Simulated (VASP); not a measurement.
Zr3C2:

```
CELL_PARAMETERS angstrom
5.12796 0.00000 0.00000
0.00000 5.12796 0.00000
0.00000 0.00000 3.97878
ATOMIC_POSITIONS crystal
Zr 0.00000 0.50000 0.00000
Zr 0.50000 0.00000 0.00000
Zr 0.50000 0.50000 0.00000
C 0.50000 0.50000 0.50000
C 0.00000 0.00000 0.50000
```

```yaml
Program: VASP 6.6.1
Task: relaxation of cell and atoms
Functional: PBE
Potentials_or_basis: VASP PAW PBE potentials, release 64 (Zr_sv, C)
Cutoff: 600 eV
k_mesh: 8 × 8 × 10
Occupations: gaussian, width 0.1 eV
Spin: no spin polarisation
```

At the start: pressure -0.4 GPa; volume 20.93 Å³/atom.

Problem. Where does the relaxation end?

Solution. Over 4 steps the energy falls by 2.5 meV/atom and the volume is 20.74 Å³/atom (-0.9 %); space group P4/mmm (No. 123, to 0.05 Å).

The path:
| step | energy change (eV) | largest force (eV/Å) | pressure (GPa) | volume (Å³) |
| --- | --- | --- | --- | --- |
| 1 | 0.0000 | 0.0000 | -0.42 | 104.63 |
| 2 | -0.0116 | 0.0000 | -0.04 | 103.78 |
| 3 | -0.0126 | 0.0000 | -0.14 | 103.97 |
| 4 | -0.0127 | 0.0000 | 0.04 | 103.71 |

Final structure:
```yaml
crystal:
  lattice:
    - [5.08586, 0.00000, 0.00000]
    - [0.00000, 5.08586, 0.00000]
    - [0.00000, 0.00000, 4.00935]
  atoms:
    - { symbol: Zr, position: [0.00000, 0.50000, 0.00000] }
    - { symbol: Zr, position: [0.50000, 0.00000, 0.00000] }
    - { symbol: Zr, position: [0.50000, 0.50000, 0.00000] }
    - { symbol: C, position: [0.50000, 0.50000, 0.50000] }
    - { symbol: C, position: [0.00000, 0.00000, 0.50000] }
```
